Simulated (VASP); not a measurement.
# KCl (P4/mmm) in VASP: notebook, part 3 of 3

VASP 6.6.1. Earlier steps stand in the parts before.

## Step 4: Single point, PBEsol (strain +0.025 along x and y, +0.000 along z)

Input file INCAR:

```
PREC = Accurate
ENCUT = 520
EDIFF = 1E-6
ISMEAR = 0
SIGMA = 0.05
LREAL = False
LASPH = True
NELM = 60
ALGO = Normal
ISIF = 2
LWAVE = False
LCHARG = True
GGA = PS
LELF = True
LVHAR = True
NBANDS = 15
```

Input file KPOINTS:

```
regular mesh
0
Gamma
  6 6 6
```

Input file POSCAR:

```
KCl
1.0
    3.9351759000      0.0000000000      0.0000000000
    0.0000000000      3.9351759000      0.0000000000
    0.0000000000      0.0000000000      3.8391960000
K Cl
1 1
Direct
    0.0000000000      0.0000000000      0.0000000000
    0.5000000000      0.5000000000      0.5000000000
```

Potentials or basis: VASP PAW PBE potentials, release 64 (K_sv, Cl).

Run with:

```sh
$ cat potpaw_PBE.64/K_sv/POTCAR potpaw_PBE.64/Cl/POTCAR > POTCAR
$ mpirun -np 1 vasp_std > vasp.out
```

OUTCAR:

```text
PREC = Accurate
   ENCUT = 520
   EDIFF = 1E-6
   ISMEAR = 0
   LREAL = False
   LASPH = True
   NELM = 60
   ISIF = 2
   GGA = PS

 ion  position               nearest neighbor table
   1  0.000  0.000  0.000-
   2  0.500  0.500  0.500-

  LATTYP: Found a simple tetragonal cell.
 ALAT       =     3.9351759000
 C/A-ratio  =     0.9756097561

  Lattice vectors:

 A1 = (   3.9351759000,   0.0000000000,   0.0000000000)
 A2 = (   0.0000000000,   3.9351759000,   0.0000000000)
 A3 = (   0.0000000000,   0.0000000000,   3.8391960000)
[... 607 lines left out ...]
      9       5.3173      0.00000
     10       6.0506      0.00000
     11       7.9013      0.00000
     12       7.9830      0.00000
     13       8.3414      0.00000
     14       9.2980      0.00000
     15      10.6686      0.00000

 [... further k-points ...]
[... 5 lines left out ...]
  --------------------------------------------------------------------------------------
  -------------------------------------------------------------------------------------
  Total       -0.8829346     -0.8829346     -0.5209141      0.0000000      0.0000000      0.0000000
  in kB      -23.7941693    -23.7941693    -14.0380916      0.0000000      0.0000000      0.0000000
  external PRESSURE =     -20.5421434 kB  Pullay stress =       0.0000000 kB

 VOLUME and BASIS-vectors are now :
 -----------------------------------------------------------------------------
  energy-cutoff  :      520.00
  volume of cell :       59.45
      direct lattice vectors                 reciprocal lattice vectors
     3.935175900  0.000000000  0.000000000     0.254118247  0.000000000  0.000000000
     0.000000000  3.935175900  0.000000000     0.000000000  0.254118247  0.000000000
     0.000000000  0.000000000  3.839196000     0.000000000  0.000000000  0.260471203

 POSITION                                       TOTAL-FORCE (eV/Angst)
 -----------------------------------------------------------------------------------
      0.00000      0.00000      0.00000         0.000000      0.000000      0.000000
      1.96759      1.96759      1.91960         0.000000      0.000000      0.000000
 -----------------------------------------------------------------------------------
    total drift:                                0.000000      0.000000     -0.000000

  FREE ENERGIE OF THE ION-ELECTRON SYSTEM (eV)
  ---------------------------------------------------
  free  energy   TOTEN  =        -6.8626689529 eV

  energy  without entropy=       -6.8626689529  energy(sigma->0) =       -6.86266895
```

OSZICAR:

```text
N       E                     dE             d eps       ncg     rms          rms(c)
DAV:   1     0.100522701512E+03    0.10052E+03   -0.72119E+03  1200   0.966E+02
DAV:   2    -0.109226568638E+01   -0.10161E+03   -0.94448E+02  1545   0.241E+02
DAV:   3    -0.692035759646E+01   -0.58281E+01   -0.57983E+01  1662   0.507E+01
DAV:   4    -0.714872093775E+01   -0.22836E+00   -0.22833E+00  1790   0.874E+00
DAV:   5    -0.715058210284E+01   -0.18612E-02   -0.18611E-02  1711   0.865E-01    0.263E+00
DAV:   6    -0.689510967431E+01    0.25547E+00   -0.26765E-01  1487   0.308E+00    0.217E+00
DAV:   7    -0.686182546531E+01    0.33284E-01   -0.72751E-02  1585   0.180E+00    0.132E+00
DAV:   8    -0.686236772145E+01   -0.54226E-03   -0.17096E-02  1773   0.966E-01    0.216E-01
DAV:   9    -0.686241575636E+01   -0.48035E-04   -0.88277E-04  1599   0.204E-01    0.108E-01
DAV:  10    -0.686267255684E+01   -0.25680E-03   -0.33481E-04  1368   0.144E-01    0.357E-02
DAV:  11    -0.686266715766E+01    0.53992E-05   -0.50146E-05  1669   0.513E-02    0.218E-02
DAV:  12    -0.686266913710E+01   -0.19794E-05   -0.72324E-06  1459   0.177E-02    0.295E-03
DAV:  13    -0.686266895294E+01    0.18416E-06   -0.22502E-07  1188   0.375E-03
   1 F= -.68626690E+01 E0= -.68626690E+01  d E =-.215958E-19
```

stdout:

```text
POSCAR found type information on POSCAR K Cl
 POSCAR found :  2 types and       2 ions
 scaLAPACK will be used
 -----------------------------------------------------------------------------
|                                                                             |
|                                                                             |
|     You enforced a specific xc type in the INCAR file but a different       |
|     I HOPE YOU KNOW WHAT YOU ARE DOING!                                     |
|                                                                             |
 -----------------------------------------------------------------------------

 LDA part: xc-table for (Slater+PW92), standard interpolation
 POSCAR, INCAR and KPOINTS ok, starting setup
 FFT: planning ... GRIDC
 FFT: planning ... GRID_SOFT
 FFT: planning ... GRID
 WAVECAR not read
 entering main loop
```

Run time: 26 s. Hardware: 1 thread of AMD EPYC 9R45 (Zen 5), shared host; peak memory 0.14 GiB.

Results:

| Property | Result |
| --- | --- |
| Free energy | -6.8627 eV |
| Pressure | -2.1 GPa |
| Band gap on the k mesh | 4.36 eV, indirect (least direct gap 4.54 eV) |

Levels at points of the mesh, in eV from the valence-band top:
```tsv
k point	band 6	band 7	band 8	band 9	band 10	band 11
(0.00, 0.00, 0.00)	-0.31	-0.31	-0.18	4.36	6.37	6.47
(0.50, 0.00, 0.00)	-1.74	-0.32	-0.18	7.21	7.63	7.80
(0.50, 0.50, 0.00)	-1.22	-1.22	0.00	5.89	7.15	8.90
(0.00, 0.00, 0.50)	-1.75	-0.29	-0.29	7.22	7.76	7.89
(0.50, 0.00, 0.50)	-1.24	-1.18	-0.10	5.97	6.96	8.64
(0.50, 0.50, 0.50)	-1.32	-1.28	-1.28	8.41	8.41	8.47
```

Caveat: the cell differs from its parent crystal (strain +0.025 along x and y, +0.000 along z); the PAW data sets were made with another functional, which shifts forces and pressure a little. A k mesh can miss the band edges.

## Step 5: Single point, PBEsol (strain +0.050 along x and y, +0.000 along z)

Input file INCAR:

```
PREC = Accurate
ENCUT = 520
EDIFF = 1E-6
ISMEAR = 0
SIGMA = 0.05
LREAL = F
LASPH = T
NELM = 100
ALGO = Normal
ISIF = 2
LWAVE = F
LCHARG = T
GGA = PS
LELF = T
LVHAR = T
NBANDS = 15
```

KPOINTS is that of step 4.

Input file POSCAR:

```
KCl
1.0
    4.0311558000      0.0000000000      0.0000000000
    0.0000000000      4.0311558000      0.0000000000
    0.0000000000      0.0000000000      3.8391960000
K Cl
1 1
Direct
    0.0000000000      0.0000000000      0.0000000000
    0.5000000000      0.5000000000      0.5000000000
```

Potentials or basis: VASP PAW PBE potentials, release 64 (K_sv, Cl).

Run with:

```sh
$ cat potpaw_PBE.64/K_sv/POTCAR potpaw_PBE.64/Cl/POTCAR > POTCAR
$ mpirun -np 1 vasp_std > vasp.out
```

OUTCAR:

```text
PREC = Accurate
   ENCUT = 520
   EDIFF = 1E-6
   ISMEAR = 0
   LREAL = F
   LASPH = T
   NELM = 100
   ISIF = 2
   GGA = PS

 ion  position               nearest neighbor table
   1  0.000  0.000  0.000-
   2  0.500  0.500  0.500-

  LATTYP: Found a simple tetragonal cell.
 ALAT       =     4.0311558000
 C/A-ratio  =     0.9523809524

  Lattice vectors:

 A1 = (   4.0311558000,   0.0000000000,   0.0000000000)
 A2 = (   0.0000000000,   4.0311558000,   0.0000000000)
 A3 = (   0.0000000000,   0.0000000000,   3.8391960000)
[... 607 lines left out ...]
      9       5.0826      0.00000
     10       5.7037      0.00000
     11       7.5288      0.00000
     12       7.6845      0.00000
     13       7.8512      0.00000
     14       8.8774      0.00000
     15      10.1524      0.00000

 [... further k-points ...]
[... 5 lines left out ...]
  --------------------------------------------------------------------------------------
  -------------------------------------------------------------------------------------
  Total       -1.2147443     -1.2147443     -0.5056774      0.0000000      0.0000000     -0.0000000
  in kB      -31.1957911    -31.1957911    -12.9862771      0.0000000      0.0000000     -0.0000000
  external PRESSURE =     -25.1259531 kB  Pullay stress =       0.0000000 kB

 VOLUME and BASIS-vectors are now :
 -----------------------------------------------------------------------------
  energy-cutoff  :      520.00
  volume of cell :       62.39
      direct lattice vectors                 reciprocal lattice vectors
     4.031155800  0.000000000  0.000000000     0.248067812  0.000000000  0.000000000
     0.000000000  4.031155800  0.000000000     0.000000000  0.248067812  0.000000000
     0.000000000  0.000000000  3.839196000     0.000000000  0.000000000  0.260471203

 POSITION                                       TOTAL-FORCE (eV/Angst)
 -----------------------------------------------------------------------------------
      0.00000      0.00000      0.00000         0.000000      0.000000      0.000000
      2.01558      2.01558      1.91960         0.000000      0.000000      0.000000
 -----------------------------------------------------------------------------------
    total drift:                                0.000000      0.000000     -0.000000

  FREE ENERGIE OF THE ION-ELECTRON SYSTEM (eV)
  ---------------------------------------------------
  free  energy   TOTEN  =        -6.8128683882 eV

  energy  without entropy=       -6.8128683882  energy(sigma->0) =       -6.81286839
```

It took 30 s on 1 thread of AMD EPYC 9R45 (Zen 5), shared host; peak memory 0.15 GiB.

What came out:

```
Free energy            : -6.8129 eV
Pressure               : -2.5 GPa
Band gap on the k mesh : 4.11 eV, indirect (least direct gap 4.27 eV)
```

Levels at points of the mesh, in eV from the valence-band top:
| k point | band 5 | band 6 | band 7 | band 8 | band 9 | band 10 | band 11 | band 12 |
| --- | --- | --- | --- | --- | --- | --- | --- | --- |
| (0.00, 0.00, 0.00) | -11.69 | -0.40 | -0.40 | -0.16 | 4.11 | 6.28 | 6.48 | 10.00 |
| (0.50, 0.00, 0.00) | -11.54 | -1.69 | -0.41 | -0.15 | 6.92 | 7.26 | 7.65 | 9.85 |
| (0.50, 0.50, 0.00) | -11.66 | -1.22 | -1.22 | 0.00 | 5.72 | 7.12 | 8.91 | 8.91 |
| (0.00, 0.00, 0.50) | -11.61 | -1.70 | -0.36 | -0.36 | 6.95 | 7.65 | 7.69 | 9.74 |
| (0.50, 0.00, 0.50) | -11.66 | -1.25 | -1.15 | -0.19 | 5.89 | 6.77 | 8.41 | 8.57 |
| (0.50, 0.50, 0.50) | -11.80 | -1.31 | -1.23 | -1.23 | 8.19 | 8.19 | 8.28 | 9.12 |

Caveat: the cell differs from its parent crystal (strain +0.050 along x and y, +0.000 along z); the PAW data sets were made with another functional, which shifts forces and pressure a little. A k mesh can miss the band edges.

## Step 6: Overview

| cell | gap on the mesh (eV) | pressure (GPa) |
| --- | --- | --- |
| a = 3.935, b = 3.935, c = 3.743 Å, 2 atoms | 4.35 | -1.7 |
| a = 3.839, b = 3.839, c = 4.031 Å, 2 atoms | 4.34 | -2.0 |
| a = 3.935, b = 3.935, c = 3.839 Å, 2 atoms | 4.36 | -2.1 |
| a = 4.031, b = 4.031, c = 3.839 Å, 2 atoms | 4.11 | -2.5 |

Alike in all rows: task single point; level PBEsol; potentials or basis VASP PAW PBE potentials, release 64 (K_sv, Cl); no spin polarisation; k mesh 6 × 6 × 6; cutoff (eV) 520; smearing gaussian 0.05 eV.

Caveats: the PAW data sets were made with another functional, which shifts forces and pressure a little.

Total energies depend on the potentials used, so only differences within one code and one set of settings carry meaning.
